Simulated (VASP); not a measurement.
Wanted: the native input for a VASP 6.6.1 run.

```
Task                   : single point
Functional             : PBEsol
Potentials or basis    : VASP PAW PBE potentials, release 64 (Pb_d, F)
Cutoff                 : 520 eV
k mesh                 : 6 × 6 × 6
Occupations            : gaussian, width 0.01 eV
Spin                   : no spin polarisation
Dipole correction      : no
Further INCAR settings : ALGO = Normal; EDIFF = 1e-06; NBANDS = 21
```

The structure of PbF2 lies in POSCAR:

```
PbF2
1.0
    0.0000000000      2.8145541273      2.8145541273
    2.8145541273      0.0000000000      2.8145541273
    2.8145541273      2.8145541273      0.0000000000
Pb F
1 2
Direct
    0.0000000000      0.0000000000      0.0000000000
    0.2500000000      0.2500000000      0.2500000000
    0.7500000000      0.7500000000      0.7500000000
```

The input as run:

INCAR

```
SYSTEM = PbF2
ALGO = Normal
EDIFF = 1E-6
ENCUT = 520
GGA = PS
ISIF = 2
ISMEAR = 0
LASPH = .True.
LCHARG = .False.
LREAL = .False.
LWAVE = .False.
NBANDS = 21
NELM = 100
PREC = Accurate
SIGMA = 0.01
```

KPOINTS

```
k-points
0
Gamma
  6 6 6
  0 0 0
```

Potentials or basis: VASP PAW PBE potentials, release 64 (Pb_d, F).

Command:

```bash
$ cat potpaw_PBE.64/Pb_d/POTCAR potpaw_PBE.64/F/POTCAR > POTCAR
$ mpirun -np 1 vasp_std > vasp.out
```

Results of the run:

| Item | Value |
| --- | --- |
| Pressure | 14.8 GPa |
| Band gap on the k mesh | 4.25 eV (least direct gap 4.39 eV) |

Caveat: the cell stands under pressure; the PAW data sets were made with another functional, which shifts forces and pressure a little; spin-orbit coupling is left out, which moves the levels of the heavy elements.

Wall time 21 s on 1 thread of Intel Xeon 8259CL, on a shared host, peak memory 0.17 GiB.
